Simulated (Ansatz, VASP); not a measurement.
One calculation of Ti3Zn, two programs

```xyz
4
Lattice="3.8750 -0.0344 -0.0344 -0.0344 3.8750 -0.0344 -0.0344 -0.0344 3.8750" Properties=species:S:1:pos:R:3 pbc="T T T"
Ti   -0.0344    1.9203    1.9203
Ti    1.9203   -0.0344    1.9203
Ti    1.9203    1.9203   -0.0344
Zn    0.0000    0.0000    0.0000
```

Alike in both runs: task single point; functional LDA; k mesh 12 × 12 × 12; occupations gaussian, width 0.15 eV; no spin polarisation.

|  | VASP | Ansatz |
| --- | --- | --- |
| version | VASP 6.6.1 | Ansatz 0.2.0 |
| potentials or method | VASP PAW LDA potentials, release 64 (Ti_sv, Zn), cutoff 520 eV | scalar-relativistic, plane waves, PAW |
| valence electrons in the cell | 48 | 48 |

```csv
,VASP,Ansatz,Ansatz less VASP
gap on the k mesh at the Fermi level (eV),none,none,-
pressure (GPa),4.0,3.8,-0.18
"traceless stress, the component that is largest in VASP (GPa)",1.32,1.32,-0.001
```

LDA's correlation is that of Perdew and Zunger in VASP and of Perdew and Wang (1992) in Ansatz. A gap of «none» marks a metal or a gap that the smearing closes.
